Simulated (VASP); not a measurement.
Here is a VASP 6.6.1 calculation.

INCAR

```
ALGO = Normal
EDIFF = 1E-7
EDIFFG = -0.04
ENCUT = 600
GGA = PE
IBRION = 2
ISIF = 3
ISMEAR = 0
LASPH = T
LCHARG = F
LREAL = F
LWAVE = F
NELM = 80
NSW = 90
PREC = Accurate
SIGMA = 0.1
```

Contents of KPOINTS:

```
k-points
0
Gamma
  6 6 4
```

Contents of POSCAR:

```
MgSnO4
1.0
    3.2876321600      0.0000000000      0.0000000000
   -1.6438160800      2.8471729700      0.0000000000
    0.0000000000      0.0000000000      7.2999408800
Mg Sn O
1 1 4
Direct
    0.0000000000      0.0000000000      0.5000000000
    0.0000000000      0.0000000000      0.0000000000
    0.6666666700      0.3333333300      0.2336920100
    0.3333333300      0.6666666700      0.7663079900
    0.3333333300      0.6666666700      0.2336920100
    0.6666666700      0.3333333300      0.7663079900
```

Potentials or basis: VASP PAW PBE potentials, release 64 (Mg, Sn_d, O).

The run is started by

```sh
$ cat potpaw_PBE.64/Mg/POTCAR potpaw_PBE.64/Sn_d/POTCAR potpaw_PBE.64/O/POTCAR > POTCAR
$ mpirun -np 1 vasp_std > vasp.out
```

(1) What does it give for the band gap on the k mesh?

(2) What does it give for the space group after relaxing (to 0.1 Å)?

(3) What does it give for the relaxed cell?

Answers

(1) zero (bands 20 and 21 overlap by 1.14 eV).

(2) P6/mmm (No. 191).

(3) a = 3.617 Å, b = 3.617 Å, c = 5.994 Å, α = 90.00°, β = 90.00°, γ = 120.00°.

Caveat: the k points lie up to 0.33 Å⁻¹ apart in the final cell, too coarse for converged energies and pressures of a metal; a cell axis changed by over 15 % at a fixed basis, so the end point is rough; spin-orbit coupling is left out, which moves the levels of the heavy elements.
